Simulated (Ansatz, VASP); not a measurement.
# Al in VASP and in Ansatz

File INCAR:

```
SYSTEM = Al
PREC = Accurate ; ENCUT = 500
EDIFF = 1E-6 ; ISMEAR = 0
SIGMA = 0.1 ; LREAL = .False.
LASPH = .True. ; NELM = 120
ALGO = Normal ; ISIF = 2
LWAVE = .False. ; LCHARG = .False.
GGA = PS ; NBANDS = 12
GGA_COMPAT = .False.
```

The input KPOINTS:

```
regular mesh
0
Gamma
  9 9 9
  0 0 0
```

Contents of POSCAR:

```
Al
1.0
    1.5080245649      0.8706583885      7.2881880975
   -1.5080245649      0.8706583885      7.2881880975
    0.0000000000     -1.7413167770      7.2881880975
Al
3
Direct
    0.0000000000      0.0000000000      0.0000000000
    0.2222200000      0.2222200000      0.2222200000
    0.7777800000      0.7777800000      0.7777800000
```

Input for Ansatz:

```yaml
crystal:
  lattice:
    - [1.5080245649, 0.8706583885, 7.2881880975]
    - [-1.5080245649, 0.8706583885, 7.2881880975]
    - [0.0, -1.741316777, 7.2881880975]
  atoms:
    - { symbol: Al, position: [0.0, 0.0, 0.0] }
    - { symbol: Al, position: [0.22222, 0.22222, 0.22222] }
    - { symbol: Al, position: [0.77778, 0.77778, 0.77778] }
basis:
  ecutwfc: 420
kpoints:
  mp_grid: { grid: [9, 9, 9] }
hamiltonian:
  xc: pbesol
scf:
  occupations: { method: gaussian, width: 0.1 }
  lower_state_search: "off"
output:
  forces: true
  stress: true
  eigenvalues: true
```

Alike in both runs: task single point; functional PBEsol; k mesh 9 × 9 × 9; occupations gaussian, width 0.1 eV; no spin polarisation.

|  | VASP | Ansatz |
| --- | --- | --- |
| version | VASP 6.6.1 | Ansatz 0.2.0 |
| potentials or method | VASP PAW PBE potentials, release 64 (Al), cutoff 500 eV | scalar-relativistic, plane waves, PAW |
| valence electrons in the cell | 9 | 9 |

|  | VASP | Ansatz | Ansatz less VASP |
| --- | --- | --- | --- |
| gap on the k mesh at the Fermi level (eV) | none | none | - |
| pressure (GPa) | -9.0 | -9.1 | -0.03 |
| traceless stress, the component that is largest in VASP (GPa) | -0.06 | -0.06 | -0.002 |
| rms of the force components (eV/Å) | 0.023 | 0.023 | +0.0001 |

VASP's potentials were made for PBE, not for PBEsol. Atom by atom the forces differ by 0.000 eV/Å (rms over components). A gap of «none» marks a metal or a gap that the smearing closes.
